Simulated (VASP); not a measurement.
# Ag (Fm-3m) in VASP: further runs

Ag is run at these levels: PBEsol, PBE; tasks: single point.

Everything below comes from runs of VASP 6.6.1. Logs are shortened: lines on timing, memory, paths and dates and some standing lists are left out, and cuts for length are marked.

**1. The cell of the first run**

The structure is cubic, space group Fm-3m (No. 225). Conventional cell: a = 4.054 Å, b = 4.054 Å, c = 4.054 Å, α = 90.00°, β = 90.00°, γ = 90.00°. Ag (site symmetry m-3m) has 12 Ag at 2.87 Å within 3.8 Å.

**2. Single point, PBEsol**

File INCAR:

```
SYSTEM = Ag
PREC = Accurate
ENCUT = 520
EDIFF = 1E-6
ISMEAR = -1
SIGMA = 0.05
LREAL = .False.
LASPH = .True.
NELM = 100
ALGO = Normal
ISIF = 2
LWAVE = .False.
LCHARG = .False.
GGA = PS
NBANDS = 18
```

File KPOINTS:

```
regular mesh
0
Gamma
  14 10 14
  0 0 0
```

File POSCAR:

```
Ag
1.0
   -2.0272072078      2.0272072078      0.0000000000
    0.0000000000      0.0000000000      4.0544144156
    2.0272072078      2.0272072078      0.0000000000
Ag
2
Direct
    0.0000000000      0.0000000000      0.0000000000
    0.5000000000      0.5000000000      0.5000000000
```

Potentials or basis: VASP PAW PBE potentials, release 64 (Ag).

Launch:

```sh
$ cat potpaw_PBE.64/Ag/POTCAR > POTCAR
$ mpirun -np 1 vasp_std > vasp.out
```

OUTCAR:

```text
SYSTEM = Ag
   PREC = Accurate
   ENCUT = 520
   EDIFF = 1E-6
   ISMEAR = -1
   LREAL = .False.
   LASPH = .True.
   NELM = 100
   ISIF = 2
   GGA = PS

 ion  position               nearest neighbor table
   1  0.000  0.000  0.000-   2 2.87   2 2.87   2 2.87   2 2.87   2 2.87   2 2.87   2 2.87   2 2.87

   2  0.500  0.500  0.500-   1 2.87   1 2.87   1 2.87   1 2.87   1 2.87   1 2.87   1 2.87   1 2.87

  LATTYP: Found a simple tetragonal cell.
 ALAT       =     2.8669039270
 C/A-ratio  =     1.4142135624

  Lattice vectors:

 A1 = (   2.0272072078,  -2.0272072078,   0.0000000000)
 A2 = (   2.0272072078,   2.0272072078,   0.0000000000)
 A3 = (   0.0000000000,   0.0000000000,   4.0544144156)

Analysis of symmetry for initial positions (statically):
=====================================================================
 Subroutine PRICEL returns following result:

  LATTYP: Found a face centered cubic cell.
 ALAT       =     4.0544144156

  Lattice vectors:

 A1 = (   2.0272072078,   0.0000000000,   2.0272072078)
 A2 = (   2.0272072078,   2.0272072078,   0.0000000000)
 A3 = (   0.0000000000,   2.0272072078,   2.0272072078)

   2 primitive cells build up your supercell.

 Routine SETGRP: Setting up the symmetry group for a
 simple tetragonal supercell.

 Subroutine GETGRP returns: Found 16 space group operations
 (whereof 16 operations were pure point group operations)
 out of a pool of 16 trial point group operations.

The static configuration has the point symmetry D_4h.

Analysis of symmetry for dynamics (positions and initial velocities):
=====================================================================
 Subroutine PRICEL returns following result:

  LATTYP: Found a face centered cubic cell.
 ALAT       =     4.0544144156

  Lattice vectors:

 A1 = (   2.0272072078,   0.0000000000,   2.0272072078)
 A2 = (   2.0272072078,   2.0272072078,   0.0000000000)
 A3 = (   0.0000000000,   2.0272072078,   2.0272072078)

   2 primitive cells build up your supercell.

 Routine SETGRP: Setting up the symmetry group for a
 simple tetragonal supercell.

 Subroutine GETGRP returns: Found 16 space group operations
 (whereof 16 operations were pure point group operations)
 out of a pool of 16 trial point group operations.

The dynamic configuration has the point symmetry D_4h.

 Subroutine INISYM returns: Found 16 space group operations
 (whereof 16 operations are pure point group operations),
 and found     2 'primitive' translations

----------------------------------------------------------------------------------------

                                     Primitive cell

  volume of cell :      16.6619

  direct lattice vectors                    reciprocal lattice vectors
     2.027207208  0.000000000  2.027207208     0.246644743 -0.246644743  0.246644743
     2.027207208  2.027207208  0.000000000     0.246644743  0.246644743 -0.246644743
     0.000000000  2.027207208  2.027207208    -0.246644743  0.246644743  0.246644743

  length of vectors
     2.866903927  2.866903927  2.866903927     0.427201226  0.427201226  0.427201226

  position of ions in fractional coordinates (direct lattice)
     0.000000000  0.000000000  0.000000000

  ion indices of the primitive-cell ions
   primitive index   ion index
                 1           1

----------------------------------------------------------------------------------------

 KPOINTS: regular mesh

Automatic generation of k-mesh.
 Grid dimensions read from file:
 generate k-points for:   14   10   14

 Generating k-lattice:

  Cartesian coordinates                     Fractional coordinates (reciprocal lattice)
    -0.017617482  0.017617482  0.000000000     0.071428571  0.000000000  0.000000000
     0.000000000  0.000000000  0.024664474     0.000000000  0.100000000  0.000000000
     0.017617482  0.017617482  0.000000000     0.000000000  0.000000000  0.071428571

  Length of vectors
     0.024914881  0.024664474  0.024914881

  Shift w.r.t. Gamma in fractional coordinates (k-lattice)
     0.000000000  0.000000000  0.000000000

 Subroutine IBZKPT returns following result:
 ===========================================

 Found    216 irreducible k-points:

 Following reciprocal coordinates:
            Coordinates               Weight
  0.000000  0.000000  0.000000      1.000000
  0.071429  0.000000  0.000000      4.000000
  0.142857  0.000000  0.000000      4.000000
  0.214286  0.000000  0.000000      4.000000
  0.285714  0.000000  0.000000      4.000000
  0.357143  0.000000  0.000000      4.000000
[... 16 lines left out ...]
  0.428571  0.200000  0.000000      8.000000
  0.500000  0.200000  0.000000      4.000000
 [... further k-points ...]
   k-points           NKPTS =    216   k-points in BZ     NKDIM =    216   number of bands    NBANDS=     18
   number of dos      NEDOS =    301   number of ions     NIONS =      2
   total plane-waves  NPLWV =  17280
   dimension x,y,z NGX =    24 NGY =   30 NGZ =   24
   dimension x,y,z NGXF=    48 NGYF=   60 NGZF=   48
   ions per type =               2
   NGX,Y,Z   is equivalent  to a cutoff of  13.92, 12.30, 13.92 a.u.
   NGXF,Y,Z  is equivalent  to a cutoff of  27.83, 24.60, 27.83 a.u.
 SYSTEM =  Ag
   PREC   = accura    normal or accurate (medium, high low for compatibility)
   ISTART =      0    job   : 0-new  1-cont  2-samecut
   ICHARG =      2    charge: 1-file 2-atom 10-const
   ISPIN  =      1    spin polarized calculation?
   LNONCOLLINEAR =      F non collinear calculations
   LSORBIT =      F    spin-orbit coupling
   LASPH  =      T    aspherical Exc in radial PAW
   ENCUT  =  520.0 eV  38.22 Ry    6.18 a.u.   5.33  7.54  5.33*2*pi/ulx,y,z
   NELM   =    100;   NELMIN=  2; NELMDL= -5     # of ELM steps
   EDIFF  = 0.1E-05   stopping-criterion for ELM
   LREAL  =      F    real-space projection
   EDIFFG = 0.1E-04   stopping-criterion for IOM
   NSW    =      0    number of steps for IOM
   IBRION =     -1    ionic relax: 0-MD 1-quasi-New 2-CG
   NFREE  =      0    steps in history (QN), initial steepest desc. (CG)
   ISIF   =      2    stress and relaxation
   ISYM   =      2    0-nonsym 1-usesym 2-fastsym
   POTIM  = 0.5000    time-step for ionic-motion
   TEBEG  =    0.0;   TEEND  =   0.0 temperature during run
   PSTRESS=    0.0 pullay stress
   NELECT =      22.0000    total number of electrons
   NUPDOWN=      -1.0000    fix difference up-down
   EMIN   =  10.00;   EMAX   =-10.00  energy-range for DOS
   EFERMI =   0.00;   METHOD = LEGACY
   ISMEAR =    -1;   SIGMA  =   0.05  broadening in eV -4-tet -1-fermi 0-gaus
   EFERMI_NEDOS =   21; number of points for ismear=-14 and -15
   IALGO  =     38    algorithm
   IMIX   =      4    mixing-type and parameters
     AMIX     =   0.40;   BMIX     =  1.00
     AMIX_MAG =   1.60;   BMIX_MAG =  1.00
  volume/ion in A,a.u.               =      16.66       112.44
  Fermi-wavevector in a.u.,A,eV,Ry     =   1.425490  2.693786 27.647344  2.032022
  Thomas-Fermi vector in A             =   2.545869
   LORBIT       =      0    0 simple, 1 ext, 2 COOP (PROOUT), +10 PAW based schemes
   GGA     = PS    functional components
   LHFCALC =     F    Hartree Fock is set to
   AEXX    =    0.0000 exact exchange contribution
   IVDW    =     0    specifies the selected vdW correction
   LEPSILON=     F    determine dielectric tensor
   LRPA    =     F    only Hartree local field effects (RPA)
 non-spin polarized calculation
  energy-cutoff  :      520.00
  volume of cell :       33.32
 maximum number of plane-waves:       928
 NGX is ok and might be reduce to    24
   NGX = 11   NGY = 15   NGZ = 11

 number of electron      21.9999992 magnetization

 Free energy of the ion-electron system (eV)
  ---------------------------------------------------
  ext. energy  EPLUGINS =         0.00000000
  ---------------------------------------------------
  free energy    TOTEN  =        -6.62128941 eV

  energy without entropy =       -6.61751149  energy(sigma->0) =       -6.61940045

 E-fermi :   8.5556     XC(G=0): -12.5505

 val. band max:        8.5012147519   @ k =   0.5000   0.2000   0.1429
 cond. band min:       8.5754713098   @ k =   0.5000   0.0000   0.2143
 fundamental gap:      0.0742565579
 Fermi energy:         8.5556218673

 k-point     1 :       0.0000    0.0000    0.0000
  band No.  band energies     occupation
      1       0.5530      2.00000
      2       1.9751      2.00000
      3       2.1288      2.00000
      4       3.6981      2.00000
      5       3.6981      2.00000
      6       3.6995      2.00000
[... 10 lines left out ...]
     17      25.9953      0.00000
     18      26.0764      0.00000

 k-point     2 :       0.0714    0.0000    0.0000
  band No.  band energies     occupation
      1       0.6617      2.00000
      2       2.0312      2.00000
      3       2.1845      2.00000
      4       3.6667      2.00000
      5       3.7258      2.00000
      6       3.7391      2.00000
[... 10 lines left out ...]
     17      25.9777      0.00000
     18      26.9651      0.00000

 k-point     3 :       0.1429    0.0000    0.0000
  band No.  band energies     occupation
      1       0.9771      2.00000
      2       2.1628      2.00000
      3       2.3735      2.00000
      4       3.5811      2.00000
      5       3.8072      2.00000
      6       3.8423      2.00000
[... 10 lines left out ...]
     17      25.8508      0.00000
     18      25.8815      0.00000

 k-point     4 :       0.2143    0.0000    0.0000
  band No.  band energies     occupation
      1       1.4632      2.00000
      2       2.3325      2.00000
      3       2.6870      2.00000
      4       3.4655      2.00000
      5       3.9385      2.00000
      6       3.9526      2.00000
[... 375 lines left out ...]
      4       3.7941      2.00000
      5       3.9308      2.00000
      6       4.1600      2.00000
[... 10 lines left out ...]
     17      24.0622      0.00000
     18      25.1754      0.00000

 k-point    23 :       0.4286    0.2000    0.0000
  band No.  band energies     occupation
      1       2.3835      2.00000
      2       2.5859      2.00000
      3       3.3997      2.00000
      4       3.6816      2.00000
      5       3.9517      2.00000
      6       4.1400      2.00000
[... 10 lines left out ...]
     17      25.1471      0.00000
     18      25.1539      0.00000

 k-point    24 :       0.5000    0.2000    0.0000
  band No.  band energies     occupation
      1       2.4857      2.00000
      2       2.4857      2.00000
      3       3.5366      2.00000
      4       3.5366      2.00000
      5       4.0164      2.00000
      6       4.0164      2.00000
[... 10 lines left out ...]
     17      25.3380      0.00000
     18      25.3380      0.00000

 [... further k-points ...]
[... 5 lines left out ...]
  --------------------------------------------------------------------------------------
  -------------------------------------------------------------------------------------
  Total       -0.0391809     -0.0391809     -0.1140907      0.0000000     -0.0000000     -0.0000000
  in kB       -1.8837806     -1.8837806     -5.4853769      0.0000000     -0.0000000     -0.0000000
  external PRESSURE =      -3.0843127 kB  Pullay stress =       0.0000000 kB

 VOLUME and BASIS-vectors are now :
 -----------------------------------------------------------------------------
  energy-cutoff  :      520.00
  volume of cell :       33.32
      direct lattice vectors                 reciprocal lattice vectors
    -2.027207208  2.027207208  0.000000000    -0.246644743  0.246644743  0.000000000
     0.000000000  0.000000000  4.054414416     0.000000000  0.000000000  0.246644743
     2.027207208  2.027207208  0.000000000     0.246644743  0.246644743  0.000000000

 POSITION                                       TOTAL-FORCE (eV/Angst)
 -----------------------------------------------------------------------------------
      0.00000      0.00000      0.00000        -0.000000     -0.000000     -0.000000
      0.00000      2.02721      2.02721         0.000000      0.000000      0.000000
 -----------------------------------------------------------------------------------
    total drift:                               -0.000000     -0.000000      0.000000

  FREE ENERGIE OF THE ION-ELECTRON SYSTEM (eV)
  ---------------------------------------------------
  free  energy   TOTEN  =        -6.6212894089 eV

  energy  without entropy=       -6.6175114882  energy(sigma->0) =       -6.61940045
```

Run time: 60 s. Hardware: 1 thread of Intel Xeon Platinum 8488C (Sapphire Rapids), shared host; peak memory 0.23 GiB.

Results:

```yaml
Free_energy: -6.6213 eV
Pressure: -0.3 GPa
Band_gap_on_the_k_mesh: zero (bands 11 and 12 overlap by 9.38 eV)
```

Caveat: the PAW data sets were made with another functional, which shifts forces and pressure a little.

**3. Single point, PBE**

File INCAR:

```
ALGO = Normal ; EDIFF = 1E-7
ENCUT = 520 ; GGA = PE
ISIF = 2 ; ISMEAR = -1
LASPH = T ; LCHARG = F
LREAL = F ; LWAVE = F
NBANDS = 18 ; NELM = 100
PREC = Accurate ; SIGMA = 0.05
```

File KPOINTS:

```
k-points
0
Gamma
  14 10 14
```

POSCAR is that of step 2.

Potentials or basis: VASP PAW PBE potentials, release 64 (Ag).

Launch:

```sh
$ cat potpaw_PBE.64/Ag/POTCAR > POTCAR
$ mpirun -np 1 vasp_std > vasp.out
```

Run time: 51 s. Hardware: 1 thread of Intel Xeon Platinum 8488C (Sapphire Rapids), shared host; peak memory 0.23 GiB.

Results (log left out):

| Item | Value |
| --- | --- |
| Free energy | -5.3878 eV |
| Pressure | 7.4 GPa |
| Band gap on the k mesh | zero (bands 11 and 12 overlap by 9.48 eV) |

Levels at points of the mesh, in eV from the Fermi level:
```csv
k point,band 8,band 9,band 10,band 11,band 12,band 13,band 14,band 15
"(0.00, 0.00, 0.00)",-3.84,-3.05,-2.80,-2.80,1.56,6.90,10.76,10.76
"(0.50, 0.00, 0.00)",-4.24,-3.83,-3.83,-0.55,-0.55,9.43,9.43,9.48
"(0.00, 0.50, 0.00)",-4.01,-3.89,-3.89,-3.46,-3.46,14.84,14.84,14.84
"(0.50, 0.50, 0.00)",-3.01,-3.01,-3.01,-0.49,-0.49,3.71,3.71,15.28
"(0.50, 0.00, 0.50)",-2.80,-2.80,-2.80,1.56,1.56,6.90,6.90,10.76
"(0.50, 0.50, 0.50)",-3.84,-2.79,-2.79,6.03,6.03,6.03,6.03,7.13
```

Caveat: the cell stands under pressure.

The gap in the log of VASP goes by the Fermi energy; the results here count the filled bands.